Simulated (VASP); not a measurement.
# Zr3S2 (P6/mmm) in VASP: further runs

The runs below take Zr3S2 through single point, relaxation of cell and atoms, with PBE.

Program: VASP 6.6.1. These are calculated values, not measurements. Logs are shortened: lines on timing, memory, paths and dates and some standing lists are left out, and cuts for length are marked.

### Step 1. The cell of the first run

It takes space group P6/mmm (No. 191, hexagonal). Conventional cell: a = 4.978 Å, b = 4.978 Å, c = 4.868 Å, α = 90.00°, β = 90.00°, γ = 120.00°. Zr (site symmetry -6m2) has 2 S at 2.43 Å and 3 Zr at 2.87 Å within 3.2 Å. Zr (site symmetry 6/mmm) has 6 S at 2.87 Å and 12 Zr at 3.77 Å within 3.8 Å. S (site symmetry -6m2) has 5 Zr at 2.43 to 2.87 Å and 3 S at 2.87 Å within 3.2 Å.

The cell was generated, and may not be a known phase.

### Step 2. Single point, PBE, collinear spin

File INCAR:

```
PREC = Accurate ; ENCUT = 520
EDIFF = 1E-6 ; ISMEAR = 0
SIGMA = 0.1 ; LREAL = F
LASPH = T ; NELM = 150
ALGO = Normal ; ISIF = 2
LWAVE = F ; LCHARG = F
ISPIN = 2 ; MAGMOM = 1 1 1 0 0
LORBIT = 11 ; LMAXMIX = 4
GGA = PE ; NBANDS = 36
```

File KPOINTS:

```
Automatic mesh
0
Gamma
  6 6 4
```

File POSCAR:

```
Zr3S2
1.0
    4.9777396886      0.0000000000      0.0000000000
   -2.4888698443      4.3108490238      0.0000000000
    0.0000000000      0.0000000000      4.8681324246
Zr S
3 2
Direct
    0.3333333333      0.6666666667      0.5000000000
    0.6666666667      0.3333333333      0.5000000000
    0.0000000000      0.0000000000      0.0000000000
    0.3333333333      0.6666666667      0.0000000000
    0.6666666667      0.3333333333      0.0000000000
```

Potentials or basis: VASP PAW PBE potentials, release 64 (Zr_sv, S).

On the command line:

```bash
> cat potpaw_PBE.64/Zr_sv/POTCAR potpaw_PBE.64/S/POTCAR > POTCAR
> mpirun -np 1 vasp_std > vasp.out
```

OUTCAR:

```text
PREC = Accurate
   ENCUT = 520
   EDIFF = 1E-6
   ISMEAR = 0
   LREAL = F
   LASPH = T
   NELM = 150
   ISIF = 2
   ISPIN = 2
   LORBIT = 11
   GGA = PE

 ion  position               nearest neighbor table
   1  0.333  0.667  0.500-   4 2.43   4 2.43   2 2.87   2 2.87   2 2.87   3 3.77   3 3.77   3 3.77
                             3 3.77   3 3.77   3 3.77
   2  0.667  0.333  0.500-   5 2.43   5 2.43   1 2.87   1 2.87   1 2.87   3 3.77   3 3.77   3 3.77
                             3 3.77   3 3.77   3 3.77
   3  0.000  0.000  0.000-   4 2.87   5 2.87   5 2.87   4 2.87   5 2.87   4 2.87   1 3.77   2 3.77
                             1 3.77   2 3.77   2 3.77   1 3.77   2 3.77   1 3.77   2 3.77   1 3.77
   4  0.333  0.667  0.000-   1 2.43   1 2.43   3 2.87   3 2.87   3 2.87
   5  0.667  0.333  0.000-   2 2.43   2 2.43   3 2.87   3 2.87   3 2.87

  LATTYP: Found a hexagonal cell.
 ALAT       =     4.9777396886
 C/A-ratio  =     0.9779805151

  Lattice vectors:

 A1 = (   4.9777396886,   0.0000000000,   0.0000000000)
 A2 = (  -2.4888698443,   4.3108490238,   0.0000000000)
 A3 = (   0.0000000000,   0.0000000000,   4.8681324246)

Analysis of symmetry for initial positions (statically):
=====================================================================
 Subroutine PRICEL returns:
 Original cell was already a primitive cell.

 Routine SETGRP: Setting up the symmetry group for a
 hexagonal supercell.

 Subroutine GETGRP returns: Found 24 space group operations
 (whereof 24 operations were pure point group operations)
 out of a pool of 24 trial point group operations.

The static configuration has the point symmetry D_6h.

Analysis of symmetry for dynamics (positions and initial velocities):
=====================================================================
 Subroutine PRICEL returns:
 Original cell was already a primitive cell.

 Routine SETGRP: Setting up the symmetry group for a
 hexagonal supercell.

 Subroutine GETGRP returns: Found 24 space group operations
 (whereof 24 operations were pure point group operations)
 out of a pool of 24 trial point group operations.

The dynamic configuration has the point symmetry D_6h.

Analysis of structural, dynamic, and magnetic symmetry:
=====================================================================
 Subroutine PRICEL returns:
 Original cell was already a primitive cell.

 Routine SETGRP: Setting up the symmetry group for a
 hexagonal supercell.

 Subroutine GETGRP returns: Found 24 space group operations
 (whereof 24 operations were pure point group operations)
 out of a pool of 24 trial point group operations.

The overall configuration has the point symmetry D_6h.

 Subroutine INISYM returns: Found 24 space group operations
 (whereof 24 operations are pure point group operations),
 and found     1 'primitive' translations

----------------------------------------------------------------------------------------

                                     Primitive cell

  volume of cell :     104.4618

  direct lattice vectors                    reciprocal lattice vectors
     4.977739689  0.000000000  0.000000000     0.200894394  0.115986433  0.000000000
    -2.488869844  4.310849024  0.000000000     0.000000000  0.231972865  0.000000000
     0.000000000  0.000000000  4.868132425     0.000000000  0.000000000  0.205417584

  length of vectors
     4.977739689  4.977739689  4.868132425     0.231972865  0.231972865  0.205417584

  position of ions in fractional coordinates (direct lattice)
     0.333333333  0.666666667  0.500000000
     0.666666667  0.333333333  0.500000000
     0.000000000  0.000000000  0.000000000
     0.333333333  0.666666667  0.000000000
     0.666666667  0.333333333  0.000000000

  ion indices of the primitive-cell ions
   primitive index   ion index
                 1           1
[... 24 lines left out ...]
     0.000000000  0.000000000  0.000000000

 Subroutine IBZKPT returns following result:
 ===========================================

 Found     21 irreducible k-points:

 Following reciprocal coordinates:
            Coordinates               Weight
  0.000000  0.000000  0.000000      1.000000
  0.166667 -0.000000  0.000000      6.000000
  0.333333  0.000000  0.000000      6.000000
  0.500000  0.000000  0.000000      3.000000
  0.166667  0.166667  0.000000      6.000000
  0.333333  0.166667  0.000000     12.000000
[... 13 lines left out ...]
  0.333333  0.166667  0.500000     12.000000
  0.333333  0.333333  0.500000      2.000000
   k-points           NKPTS =     21   k-points in BZ     NKDIM =     21   number of bands    NBANDS=     36
   number of dos      NEDOS =    301   number of ions     NIONS =      5
   total plane-waves  NPLWV =  57600
   dimension x,y,z NGX =    40 NGY =   40 NGZ =   36
   dimension x,y,z NGXF=    80 NGYF=   80 NGZF=   72
   ions per type =               3   2
   NGX,Y,Z   is equivalent  to a cutoff of  13.36, 13.36, 12.29 a.u.
   NGXF,Y,Z  is equivalent  to a cutoff of  26.72, 26.72, 24.59 a.u.
 SYSTEM =  unknown system
   PREC   = accura    normal or accurate (medium, high low for compatibility)
   ISTART =      0    job   : 0-new  1-cont  2-samecut
   ICHARG =      2    charge: 1-file 2-atom 10-const
   ISPIN  =      2    spin polarized calculation?
   LNONCOLLINEAR =      F non collinear calculations
   LSORBIT =      F    spin-orbit coupling
   LASPH  =      T    aspherical Exc in radial PAW
   ENCUT  =  520.0 eV  38.22 Ry    6.18 a.u.   9.26  9.26  9.05*2*pi/ulx,y,z
   NELM   =    150;   NELMIN=  2; NELMDL= -5     # of ELM steps
   EDIFF  = 0.1E-05   stopping-criterion for ELM
   LREAL  =      F    real-space projection
   EDIFFG = 0.1E-04   stopping-criterion for IOM
   NSW    =      0    number of steps for IOM
   IBRION =     -1    ionic relax: 0-MD 1-quasi-New 2-CG
   NFREE  =      0    steps in history (QN), initial steepest desc. (CG)
   ISIF   =      2    stress and relaxation
   ISYM   =      2    0-nonsym 1-usesym 2-fastsym
   POTIM  = 0.5000    time-step for ionic-motion
   TEBEG  =    0.0;   TEEND  =   0.0 temperature during run
   PSTRESS=    0.0 pullay stress
   NELECT =      48.0000    total number of electrons
   NUPDOWN=      -1.0000    fix difference up-down
   EMIN   =  10.00;   EMAX   =-10.00  energy-range for DOS
   EFERMI =   0.00;   METHOD = LEGACY
   ISMEAR =     0;   SIGMA  =   0.10  broadening in eV -4-tet -1-fermi 0-gaus
   EFERMI_NEDOS =   21; number of points for ismear=-14 and -15
   IALGO  =     38    algorithm
   IMIX   =      4    mixing-type and parameters
     AMIX     =   0.40;   BMIX     =  1.00
     AMIX_MAG =   1.60;   BMIX_MAG =  1.00
  volume/ion in A,a.u.               =      20.89       140.99
  Fermi-wavevector in a.u.,A,eV,Ry     =   1.263289  2.387270 21.713532  1.595900
  Thomas-Fermi vector in A             =   2.396654
   LORBIT       =     11    0 simple, 1 ext, 2 COOP (PROOUT), +10 PAW based schemes
   GGA     = PE    functional components
   LHFCALC =     F    Hartree Fock is set to
   AEXX    =    0.0000 exact exchange contribution
   IVDW    =     0    specifies the selected vdW correction
   LEPSILON=     F    determine dielectric tensor
   LRPA    =     F    only Hartree local field effects (RPA)
 spin polarized calculation
 Gauss-broadening in eV      SIGMA  =   0.10
  energy-cutoff  :      520.00
  volume of cell :      104.46
 maximum number of plane-waves:      2838
 NGX is ok and might be reduce to    40
   NGX = 19   NGY = 19   NGZ = 19

 number of electron      47.9999998 magnetization       0.5480615

 Free energy of the ion-electron system (eV)
  ---------------------------------------------------
  ext. energy  EPLUGINS =         0.00000000
  ---------------------------------------------------
  free energy    TOTEN  =       -36.37833407 eV

  energy without entropy =      -36.35907797  energy(sigma->0) =      -36.36870602

 E-fermi :   8.2790     XC(G=0): -10.8084

 val. band max:        8.2631361140   @ k =   0.0000   0.0000   0.0000
 cond. band min:       8.2927928704   @ k =   0.0000   0.0000   0.0000
 fundamental gap:      0.0296567564
 Fermi energy:         8.2789801437

 spin component 1

 k-point     1 :       0.0000    0.0000    0.0000
  band No.  band energies     occupation
      1     -41.4409      1.00000
      2     -40.4518      1.00000
      3     -40.2096      1.00000
      4     -19.4305      1.00000
      5     -19.4305      1.00000
      6     -19.3338      1.00000
[... 808 lines left out ...]
     35      12.6344      0.00000
     36      13.2411      0.00000
 Fermi energy:         8.2789801437

 spin component 2

 k-point     1 :       0.0000    0.0000    0.0000
  band No.  band energies     occupation
      1     -41.4838      1.00000
      2     -40.3211      1.00000
      3     -40.0847      1.00000
      4     -19.4727      1.00000
      5     -19.4727      1.00000
      6     -19.4011      1.00000
[... 808 lines left out ...]
     35      12.7429      0.00000
     36      13.3533      0.00000

------------------------ aborting loop because EDIFF is reached ----------------------------------------

  FORCE on cell =-STRESS in cart. coord.  units (eV):
  Direction    XX          YY          ZZ          XY          YZ          ZX
  --------------------------------------------------------------------------------------
  -------------------------------------------------------------------------------------
  Total        0.1603120      0.1603120      0.1917670      0.0000000     -0.0000000      0.0000000
  in kB        2.4587780      2.4587780      2.9412176      0.0000000     -0.0000000      0.0000000
  external PRESSURE =       2.6195912 kB  Pullay stress =       0.0000000 kB

 VOLUME and BASIS-vectors are now :
 -----------------------------------------------------------------------------
  energy-cutoff  :      520.00
  volume of cell :      104.46
      direct lattice vectors                 reciprocal lattice vectors
     4.977739689  0.000000000  0.000000000     0.200894394  0.115986433  0.000000000
    -2.488869844  4.310849024  0.000000000     0.000000000  0.231972865  0.000000000
     0.000000000  0.000000000  4.868132425     0.000000000  0.000000000  0.205417584

 POSITION                                       TOTAL-FORCE (eV/Angst)
 -----------------------------------------------------------------------------------
     -0.00000      2.87390      2.43407         0.000000      0.000000      0.000000
      2.48887      1.43695      2.43407        -0.000000     -0.000000      0.000000
      0.00000      0.00000      0.00000        -0.000000      0.000000      0.000000
     -0.00000      2.87390      0.00000         0.000000     -0.000000     -0.000000
      2.48887      1.43695      0.00000        -0.000000      0.000000      0.000000
 -----------------------------------------------------------------------------------
    total drift:                                0.000000     -0.000000      0.000000

  FREE ENERGIE OF THE ION-ELECTRON SYSTEM (eV)
  ---------------------------------------------------
  free  energy   TOTEN  =       -36.3783340705 eV

  energy  without entropy=      -36.3590779671  energy(sigma->0) =      -36.36870602

 total charge

# of ion       s       p       d       tot
------------------------------------------
    1        2.204   5.955   1.819   9.979
    2        2.204   5.955   1.819   9.979
    3        2.111   5.953   1.457   9.521
    4        1.348   2.400   0.000   3.748
    5        1.348   2.400   0.000   3.748
--------------------------------------------------
tot          9.216  22.663   5.095  36.974

 magnetization (x)

# of ion       s       p       d       tot
------------------------------------------
    1        0.012   0.004   0.207   0.223
    2        0.012   0.004   0.207   0.223
    3       -0.002  -0.001  -0.065  -0.068
    4        0.000   0.006   0.000   0.006
    5        0.000   0.006   0.000   0.006
--------------------------------------------------
tot          0.021   0.019   0.348   0.389
```

It took 2.8 min on 1 thread of Intel Xeon Platinum 8259CL at 2.50GHz (Skylake/Cascade Lake), shared host; peak memory 0.33 GiB.

What came out:

* Free energy: -36.3783 eV
* Pressure: 0.3 GPa
* Net moment: 0.55 μB per cell
* Site moments: Zr +0.22, -0.07 (each value once); S +0.01 μB
* Valence electrons inside the program's atomic spheres: Zr 9.98, 9.52 (each value once); S 3.75

Levels at points of the mesh, in eV from the Fermi level:
Spin up:
| k point | band 20 | band 21 | band 22 | band 23 | band 24 | band 25 | band 26 | band 27 | band 28 | band 29 |
| --- | --- | --- | --- | --- | --- | --- | --- | --- | --- | --- |
| (0.00, 0.00, 0.00) | -2.22 | -1.75 | -0.64 | -0.64 | 0.01 | 0.01 | 0.99 | 0.99 | 1.11 | 1.16 |
| (0.50, 0.00, 0.00) | -2.14 | -1.82 | -1.75 | -0.43 | -0.41 | -0.35 | -0.17 | 1.30 | 1.57 | 2.36 |
| (0.00, 0.00, 0.50) | -2.47 | -2.47 | -0.85 | -0.85 | 0.85 | 0.85 | 1.33 | 1.73 | 1.73 | 2.88 |
| (0.50, 0.00, 0.50) | -2.37 | -1.41 | -1.23 | -0.72 | 0.02 | 0.25 | 0.68 | 1.24 | 1.74 | 2.32 |
Spin down:
```
           k point  band 22  band 23  band 24  band 25  band 26  band 27
(0.00, 0.00, 0.00)    -0.49    -0.49    -0.02    -0.02     1.13     1.18
(0.50, 0.00, 0.00)    -1.67    -0.20    -0.15    -0.11    -0.08     1.31
(0.00, 0.00, 0.50)    -0.79    -0.79     1.21     1.21     1.25     1.87
(0.50, 0.00, 0.50)    -1.01    -0.61     0.26     0.46     0.68     1.20
```

Caveat: a moment this small can come from the mesh or the smearing.

### Step 3. Relaxation of cell and atoms, PBE

File INCAR:

```
PREC = Accurate ; ENCUT = 600
EDIFF = 1E-7 ; ISMEAR = 0
SIGMA = 0.1 ; LREAL = F
LASPH = T ; NELM = 100
ALGO = Normal ; ISIF = 3
LWAVE = F ; LCHARG = F
GGA = PE ; IBRION = 2
NSW = 100 ; EDIFFG = -0.01
```

File KPOINTS:

```
regular mesh
0
Gamma
  12 12 8
```

POSCAR is that of step 2.

Potentials or basis: VASP PAW PBE potentials, release 64 (Zr_sv, S).

On the command line:

```bash
> cat potpaw_PBE.64/Zr_sv/POTCAR potpaw_PBE.64/S/POTCAR > POTCAR
> mpirun -np 1 vasp_std > vasp.out
```

Wall time 27 min (1 thread of Intel Xeon 8259CL, shared host); peak memory 0.46 GiB.

Results (log left out):

```
Free energy                           : -36.3808 eV
Relaxed volume                        : 20.96 Å³/atom
Relaxed cell                          : a = 4.989 Å, b = 4.989 Å, c = 4.862 Å, α = 90.00°, β = 90.00°, γ = 120.00°
Space group after relaxing (to 0.1 Å) : P6/mmm (No. 191)
Energy gained by relaxing             : 0.2 meV/atom
Ionic steps                           : 5
Pressure after relaxing               : 0.0 GPa
Band gap on the k mesh                : zero (bands 24 and 25 overlap by 1.29 eV)
```

Step by step:
```
step  energy change (eV)  largest force (eV/Å)  pressure (GPa)  volume (Å³)
   1              0.0000                0.0000            0.16       104.46
   2             -0.0006                0.0000            0.12       104.78
   3             -0.0007                0.0000            0.13       104.67
   4             -0.0007                0.0000           -0.14       104.95
   5             -0.0008                0.0000            0.00       104.81
```

Final structure:
```
CELL_PARAMETERS angstrom
4.98900 0.00000 0.00000
-2.49450 4.32060 0.00000
0.00000 0.00000 4.86226
ATOMIC_POSITIONS crystal
Zr 0.33333 0.66667 0.50000
Zr 0.66667 0.33333 0.50000
Zr 0.00000 0.00000 0.00000
S 0.33333 0.66667 0.00000
S 0.66667 0.33333 0.00000
```

Levels at points of the mesh, in eV from the Fermi level:
| k point | band 21 | band 22 | band 23 | band 24 | band 25 | band 26 | band 27 | band 28 |
| --- | --- | --- | --- | --- | --- | --- | --- | --- |
| (0.00, 0.00, 0.00) | -1.80 | -0.60 | -0.60 | -0.05 | -0.05 | 1.04 | 1.04 | 1.06 |
| (0.50, 0.00, 0.00) | -1.80 | -1.74 | -0.34 | -0.33 | -0.30 | -0.17 | 1.24 | 1.53 |
| (0.00, 0.00, 0.50) | -2.48 | -0.87 | -0.87 | 0.98 | 0.98 | 1.25 | 1.78 | 1.78 |
| (0.50, 0.00, 0.50) | -1.34 | -1.17 | -0.69 | 0.08 | 0.30 | 0.65 | 1.15 | 1.80 |

The gap in the log of VASP goes by the Fermi energy; the results here count the filled bands.